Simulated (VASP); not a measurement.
# ZrB in VASP: a series of runs

The runs below take ZrB through single point, with LDA.

All numbers are computed with VASP 6.6.1; they aren't measurements. Logs are shortened: lines on timing, memory, paths and dates and some standing lists are left out, and cuts for length are marked.

## 1. The cell of the first run

Symmetry: Fmmm, No. 69, orthorhombic system. The conventional cell has a = 4.477 Å, b = 4.493 Å, c = 4.831 Å, α = 90.00°, β = 90.00°, γ = 90.00°. Within 3.0 Å of Zr (site symmetry mmm) lie 6 B at 2.24 to 2.42 Å. B (site symmetry mmm) has 6 Zr at 2.24 to 2.42 Å within 3.0 Å.

## 2. Single point, LDA (normal strain along x -0.0700, normal strain along z -0.0733)

INCAR

```
ALGO = Normal
EDIFF = 1E-7
ENCUT = 520
GGA = CA
ISIF = 2
ISMEAR = 0
LASPH = T
LCHARG = F
LREAL = F
LWAVE = F
NBANDS = 14
NELM = 60
PREC = Accurate
SIGMA = 0.15
```

KPOINTS

```
k-points
0
Gamma
  16 16 16
```

POSCAR

```
ZrB
1.0
    0.0000000000      2.4153850465      2.2383373226
    2.2463080932      0.0000000000      2.2383373226
    2.2463080932      2.4153850465      0.0000000000
Zr B
1 1
Direct
    0.0000000000      0.0000000000      0.0000000000
    0.5000000000      0.5000000000      0.5000000000
```

Potentials or basis: VASP PAW LDA potentials, release 64 (Zr_sv, B).

On the command line:

```sh
> cat potpaw_LDA.64/Zr_sv/POTCAR potpaw_LDA.64/B/POTCAR > POTCAR
> mpirun -np 1 vasp_std > vasp.out
```

OUTCAR:

```text
EDIFF = 1E-7
   ENCUT = 520
   GGA = CA
   ISIF = 2
   ISMEAR = 0
   LASPH = T
   LREAL = F
   NELM = 60
   PREC = Accurate

 ion  position               nearest neighbor table
   1  0.000  0.000  0.000-   2 2.24   2 2.24   2 2.25   2 2.25   2 2.42   2 2.42
   2  0.500  0.500  0.500-   1 2.24   1 2.24   1 2.25   1 2.25   1 2.42   1 2.42

  LATTYP: Found a face centered orthorhombic cell.
 ALAT       =     4.4766746452
 B/A-ratio  =     1.0035610230
 C/A-ratio  =     1.0790978742

  Lattice vectors:

 A1 = (   2.2463080932,   2.4153850465,   0.0000000000)
 A2 = (   0.0000000000,   2.4153850465,   2.2383373226)
 A3 = (   2.2463080932,   0.0000000000,   2.2383373226)

Analysis of symmetry for initial positions (statically):
=====================================================================
 Subroutine PRICEL returns:
 Original cell was already a primitive cell.

 Routine SETGRP: Setting up the symmetry group for a
 face centered orthorhombic supercell.

 Subroutine GETGRP returns: Found  8 space group operations
 (whereof  8 operations were pure point group operations)
 out of a pool of  8 trial point group operations.

The static configuration has the point symmetry D_2h.

Analysis of symmetry for dynamics (positions and initial velocities):
=====================================================================
 Subroutine PRICEL returns:
 Original cell was already a primitive cell.

 Routine SETGRP: Setting up the symmetry group for a
 face centered orthorhombic supercell.

 Subroutine GETGRP returns: Found  8 space group operations
 (whereof  8 operations were pure point group operations)
 out of a pool of  8 trial point group operations.

The dynamic configuration has the point symmetry D_2h.

 Subroutine INISYM returns: Found  8 space group operations
 (whereof  8 operations are pure point group operations),
 and found     1 'primitive' translations

----------------------------------------------------------------------------------------

                                     Primitive cell

  volume of cell :      24.2891

  direct lattice vectors                    reciprocal lattice vectors
     0.000000000  2.415385046  2.238337323    -0.222587454  0.207006332  0.223380093
     2.246308093  0.000000000  2.238337323     0.222587454 -0.207006332  0.223380093
     2.246308093  2.415385046  0.000000000     0.222587454  0.207006332 -0.223380093

  length of vectors
     3.293059200  3.171128193  3.298482223     0.377220708  0.377220708  0.377220708

  position of ions in fractional coordinates (direct lattice)
     0.000000000  0.000000000  0.000000000
     0.500000000  0.500000000  0.500000000

  ion indices of the primitive-cell ions
   primitive index   ion index
                 1           1
                 2           2

----------------------------------------------------------------------------------------

 KPOINTS: k-points

Automatic generation of k-mesh.
 Grid dimensions read from file:
 generate k-points for:   16   16   16

 Generating k-lattice:

  Cartesian coordinates                     Fractional coordinates (reciprocal lattice)
    -0.013911716  0.012937896  0.013961256     0.062500000  0.000000000  0.000000000
     0.013911716 -0.012937896  0.013961256     0.000000000  0.062500000  0.000000000
     0.013911716  0.012937896 -0.013961256     0.000000000  0.000000000  0.062500000

  Length of vectors
     0.023576294  0.023576294  0.023576294

  Shift w.r.t. Gamma in fractional coordinates (k-lattice)
     0.000000000  0.000000000  0.000000000

 Subroutine IBZKPT returns following result:
 ===========================================

 Found    621 irreducible k-points:

 Following reciprocal coordinates:
            Coordinates               Weight
  0.000000  0.000000  0.000000      1.000000
  0.062500 -0.000000  0.000000      8.000000
  0.125000 -0.000000  0.000000      8.000000
  0.187500 -0.000000 -0.000000      8.000000
  0.250000 -0.000000  0.000000      8.000000
  0.312500 -0.000000 -0.000000      8.000000
[... 16 lines left out ...]
 -0.125000  0.062500  0.000000      8.000000
 -0.062500  0.062500  0.000000      4.000000
 [... further k-points ...]
   k-points           NKPTS =    621   k-points in BZ     NKDIM =    621   number of bands    NBANDS=     14
   number of dos      NEDOS =    301   number of ions     NIONS =      2
   total plane-waves  NPLWV =  16128
   dimension x,y,z NGX =    24 NGY =   24 NGZ =   28
   dimension x,y,z NGXF=    48 NGYF=   48 NGZF=   56
   ions per type =               1   1
   NGX,Y,Z   is equivalent  to a cutoff of  12.12, 12.58, 14.11 a.u.
   NGXF,Y,Z  is equivalent  to a cutoff of  24.23, 25.16, 28.22 a.u.
 SYSTEM =  unknown system
   PREC   = accura    normal or accurate (medium, high low for compatibility)
   ISTART =      0    job   : 0-new  1-cont  2-samecut
   ICHARG =      2    charge: 1-file 2-atom 10-const
   ISPIN  =      1    spin polarized calculation?
   LNONCOLLINEAR =      F non collinear calculations
   LSORBIT =      F    spin-orbit coupling
   LASPH  =      T    aspherical Exc in radial PAW
   ENCUT  =  520.0 eV  38.22 Ry    6.18 a.u.   6.12  5.90  6.13*2*pi/ulx,y,z
   NELM   =     60;   NELMIN=  2; NELMDL= -5     # of ELM steps
   EDIFF  = 0.1E-06   stopping-criterion for ELM
   LREAL  =      F    real-space projection
   EDIFFG = 0.1E-05   stopping-criterion for IOM
   NSW    =      0    number of steps for IOM
   IBRION =     -1    ionic relax: 0-MD 1-quasi-New 2-CG
   NFREE  =      0    steps in history (QN), initial steepest desc. (CG)
   ISIF   =      2    stress and relaxation
   ISYM   =      2    0-nonsym 1-usesym 2-fastsym
   POTIM  = 0.5000    time-step for ionic-motion
   TEBEG  =    0.0;   TEEND  =   0.0 temperature during run
   PSTRESS=    0.0 pullay stress
   NELECT =      15.0000    total number of electrons
   NUPDOWN=      -1.0000    fix difference up-down
   EMIN   =  10.00;   EMAX   =-10.00  energy-range for DOS
   EFERMI =   0.00;   METHOD = LEGACY
   ISMEAR =     0;   SIGMA  =   0.15  broadening in eV -4-tet -1-fermi 0-gaus
   EFERMI_NEDOS =   21; number of points for ismear=-14 and -15
   IALGO  =     38    algorithm
   IMIX   =      4    mixing-type and parameters
     AMIX     =   0.40;   BMIX     =  1.00
     AMIX_MAG =   1.60;   BMIX_MAG =  1.00
  volume/ion in A,a.u.               =      12.14        81.96
  Fermi-wavevector in a.u.,A,eV,Ry     =   1.394124  2.634513 26.444048  1.943583
  Thomas-Fermi vector in A             =   2.517704
   LORBIT       =      0    0 simple, 1 ext, 2 COOP (PROOUT), +10 PAW based schemes
   GGA     = CA    functional components
   LHFCALC =     F    Hartree Fock is set to
   AEXX    =    0.0000 exact exchange contribution
   IVDW    =     0    specifies the selected vdW correction
   LEPSILON=     F    determine dielectric tensor
   LRPA    =     F    only Hartree local field effects (RPA)
 non-spin polarized calculation
 Gauss-broadening in eV      SIGMA  =   0.15
  energy-cutoff  :      520.00
  volume of cell :       24.29
 maximum number of plane-waves:       668
   NGX = 13   NGY = 11   NGZ = 13

 number of electron      15.0000000 magnetization

 Free energy of the ion-electron system (eV)
  ---------------------------------------------------
  ext. energy  EPLUGINS =         0.00000000
  ---------------------------------------------------
  free energy    TOTEN  =       -16.99383261 eV

  energy without entropy =      -16.97999126  energy(sigma->0) =      -16.98691193

 E-fermi :   9.3172     XC(G=0): -12.5435

 val. band max:        9.3049148109   @ k =  -0.2500   0.4375   0.3125
 cond. band min:       9.3205589070   @ k =  -0.2500   0.3125   0.3750
 fundamental gap:      0.0156440962
 Fermi energy:         9.3171615721

 k-point     1 :       0.0000    0.0000    0.0000
  band No.  band energies     occupation
      1     -37.0898      2.00000
      2     -14.9642      2.00000
      3     -14.9561      2.00000
      4     -14.9255      2.00000
      5       1.0389      2.00000
      6      10.6123      0.00000
      7      11.4916      0.00000
      8      11.5334      0.00000
      9      12.4912      0.00000
     10      12.7973      0.00000
     11      13.3593      0.00000
     12      13.3951      0.00000
     13      13.5180      0.00000
     14      20.6167      0.00000

 k-point     2 :       0.0625   -0.0000    0.0000
  band No.  band energies     occupation
      1     -37.0844      2.00000
      2     -15.0014      2.00000
      3     -14.9614      2.00000
      4     -14.9367      2.00000
      5       1.1529      2.00000
      6      10.5129      0.00000
      7      11.1018      0.00000
      8      11.4930      0.00000
      9      11.8997      0.00000
     10      12.3502      0.00000
     11      13.3799      0.00000
     12      13.9622      0.00000
     13      14.7793      0.00000
     14      20.8947      0.00000

 k-point     3 :       0.1250   -0.0000    0.0000
  band No.  band energies     occupation
      1     -37.0689      2.00000
      2     -15.1269      2.00000
      3     -14.9664      2.00000
      4     -14.9568      2.00000
      5       1.4822      2.00000
      6      10.0292      0.00000
      7      10.2837      0.00000
      8      10.9134      0.00000
      9      11.8404      0.00000
     10      12.1101      0.00000
     11      13.7301      0.00000
     12      15.2179      0.00000
     13      16.2318      0.00000
     14      21.6659      0.00000
[... 324 lines left out ...]
 k-point    23 :      -0.1250    0.0625    0.0000
  band No.  band energies     occupation
      1     -37.0585      2.00000
      2     -15.1768      2.00000
      3     -15.0194      2.00000
      4     -14.9562      2.00000
      5       1.7019      2.00000
      6       9.7039      0.00027
      7       9.9229      0.00000
      8      10.3817      0.00000
      9      11.6069      0.00000
     10      12.7701      0.00000
     11      14.0972      0.00000
     12      15.7560      0.00000
     13      16.8251      0.00000
     14      22.1590      0.00000

 k-point    24 :      -0.0625    0.0625    0.0000
  band No.  band energies     occupation
      1     -37.0761      2.00000
      2     -15.0411      2.00000
      3     -14.9965      2.00000
      4     -14.9437      2.00000
      5       1.3254      2.00000
      6      10.3333      0.00000
      7      10.6039      0.00000
      8      11.1410      0.00000
      9      11.3936      0.00000
     10      12.5679      0.00000
     11      13.8229      0.00000
     12      14.5902      0.00000
     13      15.5164      0.00000
     14      21.3068      0.00000

 [... further k-points ...]
[... 5 lines left out ...]
  --------------------------------------------------------------------------------------
  -------------------------------------------------------------------------------------
  Total        7.3099841      1.8248329      7.5483419      0.0000000      0.0000000      0.0000000
  in kB      482.1873199    120.3711606    497.9100787      0.0000000      0.0000000      0.0000000
  external PRESSURE =     366.8228531 kB  Pullay stress =       0.0000000 kB

 VOLUME and BASIS-vectors are now :
 -----------------------------------------------------------------------------
  energy-cutoff  :      520.00
  volume of cell :       24.29
      direct lattice vectors                 reciprocal lattice vectors
     0.000000000  2.415385046  2.238337323    -0.222587454  0.207006332  0.223380093
     2.246308093  0.000000000  2.238337323     0.222587454 -0.207006332  0.223380093
     2.246308093  2.415385046  0.000000000     0.222587454  0.207006332 -0.223380093

 POSITION                                       TOTAL-FORCE (eV/Angst)
 -----------------------------------------------------------------------------------
      0.00000      0.00000      0.00000         0.000000     -0.000000      0.000000
      2.24631      2.41539      2.23834         0.000000      0.000000      0.000000
 -----------------------------------------------------------------------------------
    total drift:                                0.000000     -0.000000     -0.000000

  FREE ENERGIE OF THE ION-ELECTRON SYSTEM (eV)
  ---------------------------------------------------
  free  energy   TOTEN  =       -16.9938326087 eV

  energy  without entropy=      -16.9799912551  energy(sigma->0) =      -16.98691193
```

Run time: 4.5 min. Hardware: 1 thread of Intel Xeon Platinum 8259CL at 2.50GHz (Skylake/Cascade Lake), shared host; peak memory 0.31 GiB.

Results:

| Item | Value |
| --- | --- |
| Free energy | -16.9938 eV |
| Pressure | 36.7 GPa |

Levels at points of the mesh, in eV from the Fermi level:
```
           k point  band 6  band 7  band 8  band 9  band 10  band 11
(0.00, 0.00, 0.00)    1.30    2.17    2.22    3.17     3.48     4.04
(0.50, 0.00, 0.00)   -3.25   -1.70   -1.44    5.68     6.18     7.67
(0.50, 0.50, 0.00)   -1.28    0.26    2.24    2.75     5.58     6.61
(0.50, 0.00, 0.50)   -1.23   -0.74    3.00    3.03     5.59     7.07
(0.00, 0.50, 0.50)   -1.28    0.21    2.25    2.79     5.56     6.60
```

Caveat: the cell differs from its parent crystal (normal strain along x -0.0700, normal strain along z -0.0733).

## 3. Single point, LDA (normal strain along x -0.0233, normal strain along z -0.1100)

INCAR

```
SYSTEM = ZrB
PREC = Accurate
ENCUT = 520
EDIFF = 1E-7
ISMEAR = 0
SIGMA = 0.15
LREAL = .FALSE.
LASPH = .TRUE.
NELM = 100
ALGO = Normal
ISIF = 2
LWAVE = .FALSE.
LCHARG = .FALSE.
NBANDS = 14
```

KPOINTS

```
Automatic mesh
0
G
  16 16 16
  0 0 0
```

POSCAR

```
ZrB
1.0
    0.0000000000      2.4153850465      2.1496926914
    2.3591065749      0.0000000000      2.1496926914
    2.3591065749      2.4153850465      0.0000000000
Zr B
1 1
Direct
    0.0000000000      0.0000000000      0.0000000000
    0.5000000000      0.5000000000      0.5000000000
```

Potentials or basis: VASP PAW LDA potentials, release 64 (Zr_sv, B).

On the command line:

```sh
> cat potpaw_LDA.64/Zr_sv/POTCAR potpaw_LDA.64/B/POTCAR > POTCAR
> mpirun -np 1 vasp_std > vasp.out
```

Run time: 4.1 min. Hardware: 1 thread of Intel Xeon Platinum 8259CL at 2.50GHz (Skylake/Cascade Lake), shared host; peak memory 0.32 GiB.

Results (log left out):

- Free energy: -16.9084 eV
- Pressure: 34.2 GPa

Stress tensor (GPa, compression positive):
```
24.33  0.00  0.00
 0.00 13.26  0.00
 0.00  0.00 64.89
```

Levels at points of the mesh, in eV from the Fermi level:
| k point | band 6 | band 7 | band 8 | band 9 | band 10 | band 11 |
| --- | --- | --- | --- | --- | --- | --- |
| (0.00, 0.00, 0.00) | 1.27 | 1.55 | 2.62 | 2.99 | 3.37 | 3.52 |
| (0.50, 0.00, 0.00) | -3.32 | -1.86 | -1.55 | 5.34 | 6.26 | 7.63 |
| (0.50, 0.50, 0.00) | -1.45 | 0.83 | 1.97 | 2.11 | 5.68 | 6.63 |
| (0.50, 0.00, 0.50) | -1.26 | -0.82 | 2.51 | 3.37 | 5.21 | 6.50 |
| (0.00, 0.50, 0.50) | -1.25 | -0.54 | 2.31 | 3.29 | 5.12 | 6.32 |

Caveat: the cell differs from its parent crystal (normal strain along x -0.0233, normal strain along z -0.1100).

## 4. Single point, LDA (normal strain along x -0.0233, normal strain along z -0.0733)

INCAR: that of step 3 with these lines changed.

```diff
@@ -3,3 +3,3 @@
 ENCUT = 520
-EDIFF = 1E-7
+EDIFF = 1E-6
 ISMEAR = 0
@@ -8,3 +8,3 @@
 LASPH = .TRUE.
-NELM = 100
+NELM = 60
 ALGO = Normal
```

KPOINTS is that of step 3.

POSCAR

```
ZrB
1.0
    0.0000000000      2.4153850465      2.2383373226
    2.3591065749      0.0000000000      2.2383373226
    2.3591065749      2.4153850465      0.0000000000
Zr B
1 1
Direct
    0.0000000000      0.0000000000      0.0000000000
    0.5000000000      0.5000000000      0.5000000000
```

On the command line:

```sh
> cat potpaw_LDA.64/Zr_sv/POTCAR potpaw_LDA.64/B/POTCAR > POTCAR
> mpirun -np 1 vasp_std > vasp.out
```

Wall time 3.8 min (1 thread of Intel Xeon Platinum 8259CL at 2.50GHz (Skylake/Cascade Lake), shared host); peak memory 0.32 GiB.

Results (log left out):

```
Free energy : -17.2444 eV
Pressure    : 22.8 GPa
```

Stress tensor (GPa, compression positive):
```
18.45  0.00  0.00
 0.00  8.19  0.00
 0.00  0.00 41.74
```

Levels at points of the mesh, in eV from the Fermi level:
```csv
k point,band 6,band 7,band 8,band 9,band 10,band 11
"(0.00, 0.00, 0.00)",1.47,1.75,2.32,3.20,3.51,3.65
"(0.50, 0.00, 0.00)",-3.48,-1.56,-1.37,5.35,5.88,7.24
"(0.50, 0.50, 0.00)",-1.20,0.27,2.12,2.24,5.44,6.53
"(0.50, 0.00, 0.50)",-1.10,-0.72,2.54,2.93,5.24,6.48
"(0.00, 0.50, 0.50)",-1.10,-0.44,2.33,2.84,5.20,6.33
```

Caveat: the cell differs from its parent crystal (normal strain along x -0.0233, normal strain along z -0.0733).

## 5. Single point, LDA (normal strain along x +0.0000, normal strain along z +0.1100)

INCAR

```
  PREC = Accurate
  ENCUT = 520
  EDIFF = 1E-7
  ISMEAR = 0
  SIGMA = 0.15
  LREAL = F
  LASPH = T
  NELM = 80
  ALGO = Normal
  ISIF = 2
  LWAVE = F
  LCHARG = T
  GGA = CA
  LELF = T
  LVHAR = T
  NBANDS = 14
```

KPOINTS

```
regular mesh
0
Gamma
  16 16 16
```

POSCAR

```
ZrB
1.0
    0.0000000000      2.4153850465      2.6810774016
    2.4153850465      0.0000000000      2.6810774016
    2.4153850465      2.4153850465      0.0000000000
Zr B
1 1
Direct
    0.0000000000      0.0000000000      0.0000000000
    0.5000000000      0.5000000000      0.5000000000
```

On the command line:

```sh
> cat potpaw_LDA.64/Zr_sv/POTCAR potpaw_LDA.64/B/POTCAR > POTCAR
> mpirun -np 1 vasp_std > vasp.out
```

Wall time 4.5 min (1 thread of AMD EPYC 7R43 (Zen 3), shared host); peak memory 0.23 GiB.

The run converged. Its results:

```yaml
Free_energy: -17.2261 eV
Pressure: -12.2 GPa
```

Stress tensor (GPa, compression positive):
```
 -5.12   0.00   0.00
  0.00  -5.12   0.00
  0.00   0.00 -26.43
```

Levels at points of the mesh, in eV from the Fermi level:
```tsv
k point	band 6	band 7	band 8	band 9	band 10	band 11
(0.00, 0.00, 0.00)	1.05	1.97	1.97	2.24	3.06	3.38
(0.50, 0.00, 0.00)	-3.64	-1.28	-1.03	4.24	4.71	5.74
(0.50, 0.50, 0.00)	-1.39	-0.64	2.35	2.35	4.22	5.19
(0.50, 0.00, 0.50)	-0.68	-0.48	1.70	1.83	4.10	4.74
```

Caveat: the cell differs from its parent crystal (normal strain along x +0.0000, normal strain along z +0.1100).

## 6. Single point, LDA (normal strain along x +0.0000, normal strain along z -0.1100)

INCAR

```
SYSTEM = ZrB
PREC = Accurate ; ENCUT = 520
EDIFF = 1E-7 ; ISMEAR = 0
SIGMA = 0.15 ; LREAL = .FALSE.
LASPH = .TRUE. ; NELM = 100
ALGO = Normal ; ISIF = 2
LWAVE = .FALSE. ; LCHARG = .FALSE.
NBANDS = 14
```

KPOINTS

```
Automatic mesh
0
G
  16 16 16
  0 0 0
```

POSCAR

```
ZrB
1.0
    0.0000000000      2.4153850465      2.1496926914
    2.4153850465      0.0000000000      2.1496926914
    2.4153850465      2.4153850465      0.0000000000
Zr B
1 1
Direct
    0.0000000000      0.0000000000      0.0000000000
    0.5000000000      0.5000000000      0.5000000000
```

Potentials or basis: VASP PAW LDA potentials, release 64 (Zr_sv, B).

On the command line:

```sh
> cat potpaw_LDA.64/Zr_sv/POTCAR potpaw_LDA.64/B/POTCAR > POTCAR
> mpirun -np 1 vasp_std > vasp.out
```

Wall time 3 min (1 thread of AMD EPYC 7R43 (Zen 3), shared host); peak memory 0.2 GiB.

It converged, with:

- Free energy: -16.9742 eV
- Pressure: 28.0 GPa

Stress tensor (GPa, compression positive):
```
11.91  0.00  0.00
 0.00 11.91  0.00
 0.00  0.00 60.11
```

Levels at points of the mesh, in eV from the Fermi level:
```csv
k point,band 6,band 7,band 8,band 9,band 10,band 11
"(0.00, 0.00, 0.00)",1.35,1.35,2.65,2.88,3.36,3.36
"(0.50, 0.00, 0.00)",-3.43,-1.85,-1.54,5.13,6.14,7.45
"(0.50, 0.50, 0.00)",-1.42,0.82,1.89,1.89,5.55,6.59
"(0.50, 0.00, 0.50)",-1.19,-0.82,2.33,3.29,4.94,6.17
```

Caveat: the cell differs from its parent crystal (normal strain along x +0.0000, normal strain along z -0.1100).

## 7. Overview

```tsv
cell	gap on the mesh (eV)	pressure (GPa)
a = 3.293, b = 3.171, c = 3.298 Å, angles 61.2, 57.5, 61.3°, 2 atoms	none	36.7
a = 3.233, b = 3.192, c = 3.376 Å, angles 58.9, 57.7, 63.4°, 2 atoms	none	34.2
a = 3.293, b = 3.252, c = 3.376 Å, angles 59.5, 58.4, 62.1°, 2 atoms	none	22.8
a = 3.609, b = 3.609, c = 3.416 Å, angles 61.8, 61.8, 56.5°, 2 atoms	none	-12.2
a = 3.233, b = 3.233, c = 3.416 Å, angles 58.1, 58.1, 63.8°, 2 atoms	none	28.0
```

Alike in all rows: task single point; level LDA; potentials or basis VASP PAW LDA potentials, release 64 (Zr_sv, B); no spin polarisation; k mesh 16 × 16 × 16; cutoff (eV) 520; smearing gaussian 0.15 eV.

Total energies depend on the potentials used, so only differences within one code and one set of settings carry meaning.
